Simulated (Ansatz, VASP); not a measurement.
One calculation of Ti12Si, two programs

```
Ti Si
1.0
     5.70996    0.00000    0.00000
    -2.85498    4.94497    0.00000
     0.00000    0.00000   21.59326
Ti Si
12 1
Direct
  0.33333 0.16667 0.18524
  0.33333 0.66667 0.18524
  0.83333 0.16667 0.18524
  0.83333 0.66667 0.18524
  0.16667 0.33333 0.28944
  0.16667 0.83333 0.28944
  0.66667 0.33333 0.28944
  0.66667 0.83333 0.28944
  0.00000 0.00000 0.39333
  0.00000 0.50000 0.39333
  0.50000 0.00000 0.39333
  0.50000 0.50000 0.39333
  0.33333 0.16667 0.52300
```

Alike in both runs: task single point; functional PBE; dispersion D3(BJ); k mesh 6 × 6 × 1; occupations gaussian, width 0.1 eV; no spin polarisation.

```csv
,VASP,Ansatz
version,VASP 6.6.1,Ansatz 0.2.0
potentials or method,"VASP PAW PBE potentials, release 64 (Ti_sv, Si), cutoff 520 eV","scalar-relativistic, plane waves, PAW"
valence electrons in the cell,148,148
```

|  | VASP | Ansatz | Ansatz less VASP |
| --- | --- | --- | --- |
| gap on the k mesh at the Fermi level (eV) | none | none | - |
| rms of the force components (eV/Å) | 0.498 | 0.498 | +0.0003 |

Atom by atom the forces differ by 0.007 eV/Å (rms over components). A gap of «none» marks a metal or a gap that the smearing closes.
